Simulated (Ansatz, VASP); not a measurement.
## InAs in VASP and in Ansatz

INCAR

```
PREC = Accurate
ENCUT = 520
EDIFF = 1E-7
ISMEAR = 0
SIGMA = 0.15
LREAL = F
LASPH = T
NELM = 60
ALGO = Normal
ISIF = 2
LWAVE = F
LCHARG = F
GGA = PS
NBANDS = 16
```

KPOINTS

```
Automatic mesh
0
Gamma
  14 14 14
```

The input POSCAR:

```
InAs
1.0
    0.0000000000      2.8773040000      2.7909848800
    2.8773040000      0.0000000000      2.7909848800
    2.8773040000      2.8773040000      0.0000000000
In As
1 1
Direct
    0.5000000000      0.5000000000      0.5000000000
    0.0000000000      0.0000000000      0.0000000000
```

Input for Ansatz:

```yaml
crystal:
  lattice:
    - [0.0, 2.877304, 2.79098488]
    - [2.877304, 0.0, 2.79098488]
    - [2.877304, 2.877304, 0.0]
  atoms:
    - { symbol: In, position: [0.5, 0.5, 0.5] }
    - { symbol: As, position: [0.0, 0.0, 0.0] }
basis:
  ecutwfc: 420
kpoints:
  mp_grid: { grid: [14, 14, 14] }
hamiltonian:
  xc: pbesol
scf:
  occupations: { method: gaussian, width: 0.15 }
output:
  forces: true
  stress: true
  eigenvalues: true
```

Change from the starting cell: strain -0.0300 x Voigt [0, 0, 1, 0, 0, 0], atoms carried along.

Alike in both runs: task single point; functional PBEsol; k mesh 14 × 14 × 14; occupations gaussian, width 0.15 eV; no spin polarisation.

|  | VASP | Ansatz |
| --- | --- | --- |
| version | VASP 6.6.1 | Ansatz 0.2.0 |
| potentials or method | VASP PAW PBE potentials, release 64 (In_d, As), cutoff 520 eV | scalar-relativistic, plane waves, PAW |
| valence electrons in the cell | 18 | 28 |

|  | VASP | Ansatz | Ansatz less VASP |
| --- | --- | --- | --- |
| gap on the k mesh at the Fermi level (eV) | none | none | - |
| pressure (GPa) | -1.4 | -1.5 | -0.10 |
| traceless stress, the component that is largest in VASP (GPa) | 2.29 | 2.28 | -0.009 |

VASP's potentials were made for PBE, not for PBEsol. A gap of «none» marks a metal or a gap that the smearing closes. VASP's potentials hold 18 valence electrons a cell and Ansatz's 28, so a difference there can come from the potentials and not from the codes.
